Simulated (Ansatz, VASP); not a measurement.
SiO2: VASP beside Ansatz

File POSCAR:

```
SiO2
1.0
    4.2270406866      0.0000000000      0.0000000000
    0.0000000000      4.2270406866      0.0000000000
    0.0000000000      0.0000000000      2.6955282899
Si O
2 4
Direct
    0.0000000000      0.0000000000      0.0000000000
    0.5000000000      0.5000000000      0.5000000000
    0.3071970334      0.3071970334      0.0000000000
    0.1928029666      0.8071970334      0.5000000000
    0.8071970334      0.1928029666      0.5000000000
    0.6928029666      0.6928029666      0.0000000000
```

INCAR.step1

```
  PREC = Accurate
  ENCUT = 520
  ISMEAR = 0
  SIGMA = 0.01
  LREAL = F
  LASPH = T
  NELM = 80
  NBANDS = 25
  GGA = PE
  ALGO = Normal
  EDIFF = 1E-4
  LWAVE = T
  LCHARG = F
```

File INCAR.step2:

```
  PREC = Accurate
  ENCUT = 520
  EDIFF = 1E-7
  ISMEAR = 0
  SIGMA = 0.01
  LREAL = F
  LASPH = T
  NELM = 80
  ALGO = Normal
  ISIF = 2
  LWAVE = F
  LCHARG = T
  METAGGA = R2SCAN
  LMIXTAU = T
  LELF = T
  LVHAR = T
  NBANDS = 25
  ISTART = 1
```

Contents of KPOINTS:

```
Automatic mesh
0
Gamma
  6 6 10
```

Input for Ansatz:

```yaml
crystal:
  lattice:
    - [4.2270406866, 0.0, 0.0]
    - [0.0, 4.2270406866, 0.0]
    - [0.0, 0.0, 2.6955282899]
  atoms:
    - { symbol: Si, position: [0.0, 0.0, 0.0] }
    - { symbol: Si, position: [0.5, 0.5, 0.5] }
    - { symbol: O, position: [0.3071970334, 0.3071970334, 0.0] }
    - { symbol: O, position: [0.1928029666, 0.8071970334, 0.5] }
    - { symbol: O, position: [0.8071970334, 0.1928029666, 0.5] }
    - { symbol: O, position: [0.6928029666, 0.6928029666, 0.0] }
kpoints:
  mp_grid: { grid: [6, 6, 10] }
  band_path:
    path:
      - [0.0, 0.0, 0.0]
      - [0.0, 0.5, 0.0]
      - [0.5, 0.5, 0.0]
      - [0.0, 0.0, 0.5]
      - [0.0, 0.5, 0.5]
      - [0.5, 0.5, 0.5]
    npoints: 1
hamiltonian:
  xc: r2scan
scf:
  occupations: { method: fixed }
  n_extra_bands: 5
output:
  forces: true
  stress: true
  eigenvalues: true
```

Change from the starting cell: hydrostatic strain +1.0%.

Alike in both runs: task single point; functional r2SCAN; k mesh 6 × 6 × 10; no spin polarisation.

```csv
,VASP,Ansatz
version,VASP 6.6.1,Ansatz 0.2.0
potentials or method,"VASP PAW PBE potentials, release 64 (Si, O)","plane waves, PAW"
plane-wave cutoff (eV),520,500
occupations,"gaussian, width 0.01 eV",fixed
valence electrons in the cell,32,32
```

Ansatz gave:

```
gap on the k mesh at the Fermi level (eV)                     : 6.01
pressure (GPa)                                                : -8.9
traceless stress, the component that is largest in VASP (GPa) : -2.09
rms of the force components (eV/Å)                            : 0.000
```

**Question.** Estimate VASP's values.

**Answer.** gap on the k mesh at the Fermi level (eV): 6.00; pressure (GPa): -8.5; traceless stress, the component that is largest in VASP (GPa): -1.51; rms of the force components (eV/Å): 0.010.

VASP's potentials were made for PBE, not for r2SCAN. Atom by atom the forces differ by 0.010 eV/Å (rms over components).
